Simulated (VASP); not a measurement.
# Cu (I4/mmm) in VASP: notebook

The runs below take Cu through single point, with PBE.

Program: VASP 6.6.1. These are calculated values, not measurements. Logs are shortened: lines on timing, memory, paths and dates and some standing lists are left out, and cuts for length are marked.

## (1) The cell of the first run

Symmetry: I4/mmm, No. 139, tetragonal system. The conventional cell has a = 3.067 Å, b = 3.067 Å, c = 2.551 Å, α = 90.00°, β = 90.00°, γ = 90.00°. Cu (site symmetry 4/mmm) has 14 Cu at 2.52 to 3.07 Å within 3.3 Å.

## (2) Single point, PBE (12.00 Å³/atom)

File INCAR:

```
PREC = Accurate ; ENCUT = 520
EDIFF = 1E-6 ; ISMEAR = 0
SIGMA = 0.15 ; LREAL = False
LASPH = True ; NELM = 80
ALGO = Fast ; ISIF = 2
LWAVE = False ; LCHARG = False
GGA = PE ; NBANDS = 12
```

File KPOINTS:

```
regular mesh
0
Gamma
  24 24 24
```

File POSCAR:

```
Cu
1.0
   -1.5336750413      1.5336750413      1.2752507968
    1.5336750413     -1.5336750413      1.2752507968
    1.5336750413      1.5336750413     -1.2752507968
Cu
1
Direct
    0.0000000000      0.0000000000      0.0000000000
```

Potentials or basis: VASP PAW PBE potentials, release 64 (Cu).

Run with:

```bash
$ cat potpaw_PBE.64/Cu/POTCAR > POTCAR
$ mpirun -np 1 vasp_std > vasp.out
```

OUTCAR:

```text
PREC = Accurate
   ENCUT = 520
   EDIFF = 1E-6
   ISMEAR = 0
   LREAL = False
   LASPH = True
   NELM = 80
   ISIF = 2
   GGA = PE

 ion  position               nearest neighbor table
   1  0.000  0.000  0.000-

  LATTYP: Found a body centered tetragonal cell.
 ALAT       =     3.0673500826
 C/A-ratio  =     0.8315000000

  Lattice vectors:

 A1 = (  -1.5336750413,   1.5336750413,   1.2752507968)
 A2 = (   1.5336750413,  -1.5336750413,   1.2752507968)
 A3 = (   1.5336750413,   1.5336750413,  -1.2752507968)

Analysis of symmetry for initial positions (statically):
=====================================================================
 Subroutine PRICEL returns:
 Original cell was already a primitive cell.

 Routine SETGRP: Setting up the symmetry group for a
 body centered tetragonal supercell.

 Subroutine GETGRP returns: Found 16 space group operations
 (whereof 16 operations were pure point group operations)
 out of a pool of 16 trial point group operations.

The static configuration has the point symmetry D_4h.

Analysis of symmetry for dynamics (positions and initial velocities):
=====================================================================
 Subroutine PRICEL returns:
 Original cell was already a primitive cell.

 Routine SETGRP: Setting up the symmetry group for a
 body centered tetragonal supercell.

 Subroutine GETGRP returns: Found 16 space group operations
 (whereof 16 operations were pure point group operations)
 out of a pool of 16 trial point group operations.

The dynamic configuration has the point symmetry D_4h.

 Subroutine INISYM returns: Found 16 space group operations
 (whereof 16 operations are pure point group operations),
 and found     1 'primitive' translations

----------------------------------------------------------------------------------------

                                     Primitive cell

  volume of cell :      11.9984

  direct lattice vectors                    reciprocal lattice vectors
    -1.533675041  1.533675041  1.275250797     0.000000000  0.326014303  0.392079739
     1.533675041 -1.533675041  1.275250797     0.326014303  0.000000000  0.392079739
     1.533675041  1.533675041 -1.275250797     0.326014303  0.326014303  0.000000000

  length of vectors
     2.516064955  2.516064955  2.516064955     0.509913569  0.509913569  0.461053849

  position of ions in fractional coordinates (direct lattice)
     0.000000000  0.000000000  0.000000000

  ion indices of the primitive-cell ions
   primitive index   ion index
                 1           1

----------------------------------------------------------------------------------------

 KPOINTS: regular mesh

Automatic generation of k-mesh.
 Grid dimensions read from file:
 generate k-points for:   24   24   24

 Generating k-lattice:

  Cartesian coordinates                     Fractional coordinates (reciprocal lattice)
     0.000000000  0.013583929  0.016336656     0.041666667  0.000000000  0.000000000
     0.013583929  0.000000000  0.016336656     0.000000000  0.041666667  0.000000000
     0.013583929  0.013583929  0.000000000     0.000000000  0.000000000  0.041666667

  Length of vectors
     0.021246399  0.021246399  0.019210577

  Shift w.r.t. Gamma in fractional coordinates (k-lattice)
     0.000000000  0.000000000  0.000000000

 Subroutine IBZKPT returns following result:
 ===========================================

 Found   1063 irreducible k-points:

 Following reciprocal coordinates:
            Coordinates               Weight
  0.000000  0.000000  0.000000      1.000000
  0.041667 -0.000000  0.000000      8.000000
  0.083333 -0.000000  0.000000      8.000000
  0.125000  0.000000  0.000000      8.000000
  0.166667 -0.000000  0.000000      8.000000
  0.208333  0.000000 -0.000000      8.000000
[... 16 lines left out ...]
  0.416667  0.041667  0.000000     16.000000
  0.458333  0.041667  0.000000     16.000000
 [... further k-points ...]
   k-points           NKPTS =   1063   k-points in BZ     NKDIM =   1063   number of bands    NBANDS=     12
   number of dos      NEDOS =    301   number of ions     NIONS =      1
   total plane-waves  NPLWV =   8000
   dimension x,y,z NGX =    20 NGY =   20 NGZ =   20
   dimension x,y,z NGXF=    40 NGYF=   40 NGZF=   40
   ions per type =               1
   NGX,Y,Z   is equivalent  to a cutoff of  13.21, 13.21, 13.21 a.u.
   NGXF,Y,Z  is equivalent  to a cutoff of  26.43, 26.43, 26.43 a.u.
 SYSTEM =  unknown system
   PREC   = accura    normal or accurate (medium, high low for compatibility)
   ISTART =      0    job   : 0-new  1-cont  2-samecut
   ICHARG =      2    charge: 1-file 2-atom 10-const
   ISPIN  =      1    spin polarized calculation?
   LNONCOLLINEAR =      F non collinear calculations
   LSORBIT =      F    spin-orbit coupling
   LASPH  =      T    aspherical Exc in radial PAW
   ENCUT  =  520.0 eV  38.22 Ry    6.18 a.u.   4.68  4.68  4.68*2*pi/ulx,y,z
   NELM   =     80;   NELMIN=  2; NELMDL= -5     # of ELM steps
   EDIFF  = 0.1E-05   stopping-criterion for ELM
   LREAL  =      F    real-space projection
   EDIFFG = 0.1E-04   stopping-criterion for IOM
   NSW    =      0    number of steps for IOM
   IBRION =     -1    ionic relax: 0-MD 1-quasi-New 2-CG
   NFREE  =      0    steps in history (QN), initial steepest desc. (CG)
   ISIF   =      2    stress and relaxation
   ISYM   =      2    0-nonsym 1-usesym 2-fastsym
   POTIM  = 0.5000    time-step for ionic-motion
   TEBEG  =    0.0;   TEEND  =   0.0 temperature during run
   PSTRESS=    0.0 pullay stress
   NELECT =      11.0000    total number of electrons
   NUPDOWN=      -1.0000    fix difference up-down
   EMIN   =  10.00;   EMAX   =-10.00  energy-range for DOS
   EFERMI =   0.00;   METHOD = LEGACY
   ISMEAR =     0;   SIGMA  =   0.15  broadening in eV -4-tet -1-fermi 0-gaus
   EFERMI_NEDOS =   21; number of points for ismear=-14 and -15
   IALGO  =     68    algorithm
   IMIX   =      4    mixing-type and parameters
     AMIX     =   0.40;   BMIX     =  1.00
     AMIX_MAG =   1.60;   BMIX_MAG =  1.00
  volume/ion in A,a.u.               =      12.00        80.97
  Fermi-wavevector in a.u.,A,eV,Ry     =   1.590370  3.005364 34.412918  2.529278
  Thomas-Fermi vector in A             =   2.689076
   LORBIT       =      0    0 simple, 1 ext, 2 COOP (PROOUT), +10 PAW based schemes
   GGA     = PE    functional components
   LHFCALC =     F    Hartree Fock is set to
   AEXX    =    0.0000 exact exchange contribution
   IVDW    =     0    specifies the selected vdW correction
   LEPSILON=     F    determine dielectric tensor
   LRPA    =     F    only Hartree local field effects (RPA)
 non-spin polarized calculation
 RMM-DIIS sequential band-by-band and
 Gauss-broadening in eV      SIGMA  =   0.15
  energy-cutoff  :      520.00
  volume of cell :       12.00
 maximum number of plane-waves:       341
   NGX =  9   NGY =  9   NGZ =  9

 number of electron      11.0000013 magnetization

 Free energy of the ion-electron system (eV)
  ---------------------------------------------------
  ext. energy  EPLUGINS =         0.00000000
  ---------------------------------------------------
  free energy    TOTEN  =        -3.68054510 eV

  energy without entropy =       -3.67627786  energy(sigma->0) =       -3.67841148

 E-fermi :   7.4149     XC(G=0): -12.6279

 val. band max:        7.4141355834   @ k =   0.5000   0.1250   0.0833
 cond. band min:       7.4168921965   @ k =  -0.2083  -0.2917   0.0833
 fundamental gap:      0.0027566132
 Fermi energy:         7.4149438641

 k-point     1 :       0.0000    0.0000    0.0000
  band No.  band energies     occupation
      1      -1.8348      2.00000
      2       3.9198      2.00000
      3       4.6854      2.00000
      4       4.6854      2.00000
      5       4.7536      2.00000
      6       5.5852      2.00000
      7      29.3971      0.00000
      8      29.3971      0.00000
      9      33.0518      0.00000
     10      34.1215      0.00000
     11      35.7815      0.00000
     12      36.3641      0.00000

 k-point     2 :       0.0417   -0.0000    0.0000
  band No.  band energies     occupation
      1      -1.7629      2.00000
      2       3.9315      2.00000
      3       4.6765      2.00000
      4       4.6819      2.00000
      5       4.7657      2.00000
      6       5.5738      2.00000
      7      29.1466      0.00000
      8      29.1954      0.00000
      9      33.3349      0.00000
     10      34.2472      0.00000
     11      34.5613      0.00000
     12      35.7942      0.00000

 k-point     3 :       0.0833   -0.0000    0.0000
  band No.  band energies     occupation
      1      -1.5484      2.00000
      2       3.9595      2.00000
      3       4.6415      2.00000
      4       4.6788      2.00000
      5       4.8103      2.00000
      6       5.5419      2.00000
      7      28.5715      0.00000
      8      28.6689      0.00000
      9      32.2323      0.00000
     10      33.5898      0.00000
     11      34.4004      0.00000
     12      35.4031      0.00000
[... 286 lines left out ...]
 k-point    23 :       0.4167    0.0417    0.0000
  band No.  band energies     occupation
      1       2.5092      2.00000
      2       3.4521      2.00000
      3       5.1922      2.00000
      4       5.6927      2.00000
      5       5.8558      2.00000
      6       6.9279      2.00000
      7      13.6024      0.00000
      8      23.1697      0.00000
      9      23.4799      0.00000
     10      27.8295      0.00000
     11      30.4706      0.00000
     12      37.8619      0.00000

 k-point    24 :       0.4583    0.0417    0.0000
  band No.  band energies     occupation
      1       2.5410      2.00000
      2       3.4255      2.00000
      3       5.2012      2.00000
      4       5.7614      2.00000
      5       5.9081      2.00000
      6       7.5567      0.18130
      7      12.6505      0.00000
      8      22.8235      0.00000
      9      23.3940      0.00000
     10      27.7936      0.00000
     11      30.5035      0.00000
     12      38.3303      0.00000

 [... further k-points ...]
[... 5 lines left out ...]
  --------------------------------------------------------------------------------------
  -------------------------------------------------------------------------------------
  Total       -0.0154750     -0.0154750      0.4579751      0.0000000     -0.0000000      0.0000000
  in kB       -2.0664150     -2.0664150     61.1547413      0.0000000     -0.0000000      0.0000000
  external PRESSURE =      19.0073037 kB  Pullay stress =       0.0000000 kB

 VOLUME and BASIS-vectors are now :
 -----------------------------------------------------------------------------
  energy-cutoff  :      520.00
  volume of cell :       12.00
      direct lattice vectors                 reciprocal lattice vectors
    -1.533675041  1.533675041  1.275250797     0.000000000  0.326014303  0.392079739
     1.533675041 -1.533675041  1.275250797     0.326014303  0.000000000  0.392079739
     1.533675041  1.533675041 -1.275250797     0.326014303  0.326014303  0.000000000

 POSITION                                       TOTAL-FORCE (eV/Angst)
 -----------------------------------------------------------------------------------
      0.00000      0.00000      0.00000         0.000000      0.000000      0.000000
 -----------------------------------------------------------------------------------
    total drift:                                0.000000     -0.000000      0.000000

  FREE ENERGIE OF THE ION-ELECTRON SYSTEM (eV)
  ---------------------------------------------------
  free  energy   TOTEN  =        -3.6805451004 eV

  energy  without entropy=       -3.6762778559  energy(sigma->0) =       -3.67841148
```

It took 2.5 min on 1 thread of Intel Xeon Platinum 8488C (Sapphire Rapids), shared host; peak memory 0.26 GiB.

What came out:

```yaml
Free_energy: -3.6805 eV
Pressure: 1.9 GPa
Band_gap_on_the_k_mesh: zero (an odd number of electrons rules out a gap without spin polarisation)
```

Caveat: the stress differs along the axes, from -0 to 6 GPa.

## (3) Single point, PBE (12.00 Å³/atom)

File INCAR:

```
SYSTEM = Cu
PREC = Accurate
ENCUT = 520
EDIFF = 1E-6
ISMEAR = 0
SIGMA = 0.15
LREAL = .False.
LASPH = .True.
NELM = 60
ALGO = Fast
ISIF = 2
LWAVE = .False.
LCHARG = .True.
GGA = PE
LELF = .True.
LVHAR = .True.
NBANDS = 12
```

File KPOINTS:

```
Automatic mesh
0
Gamma
  24 24 24
  0 0 0
```

File POSCAR:

```
Cu
1.0
   -1.4931259313      1.4931259313      1.3454557767
    1.4931259313     -1.4931259313      1.3454557767
    1.4931259313      1.4931259313     -1.3454557767
Cu
1
Direct
    0.0000000000      0.0000000000      0.0000000000
```

Potentials or basis: VASP PAW PBE potentials, release 64 (Cu).

Run with:

```bash
$ cat potpaw_PBE.64/Cu/POTCAR > POTCAR
$ mpirun -np 1 vasp_std > vasp.out
```

It took 2 min on 1 thread of Intel Xeon Platinum 8488C (Sapphire Rapids), shared host; peak memory 0.26 GiB.

The run converged. Its results:

```
Free energy            : -3.6928 eV
Pressure               : 1.0 GPa
Band gap on the k mesh : zero (an odd number of electrons rules out a gap without spin polarisation)
```

Stress tensor (GPa, compression positive):
```
0.63 0.00 0.00
0.00 0.63 0.00
0.00 0.00 1.60
```

Levels at points of the mesh, in eV from the Fermi level:
| k point | band 3 | band 4 | band 5 | band 6 | band 7 | band 8 | band 9 | band 10 |
| --- | --- | --- | --- | --- | --- | --- | --- | --- |
| (0.00, 0.00, 0.00) | -2.90 | -2.90 | -2.35 | -1.91 | 23.50 | 23.50 | 26.66 | 27.28 |
| (0.50, 0.00, 0.00) | -2.14 | -1.76 | -1.37 | -0.25 | 4.69 | 16.47 | 16.55 | 20.42 |
| (0.50, 0.50, 0.00) | -2.43 | -2.08 | -1.41 | -1.04 | 3.55 | 19.31 | 19.54 | 22.98 |
| (0.50, 0.50, 0.50) | -1.56 | -1.56 | -1.46 | 6.88 | 6.88 | 10.89 | 12.48 | 13.06 |

[end of part 1 of 2]
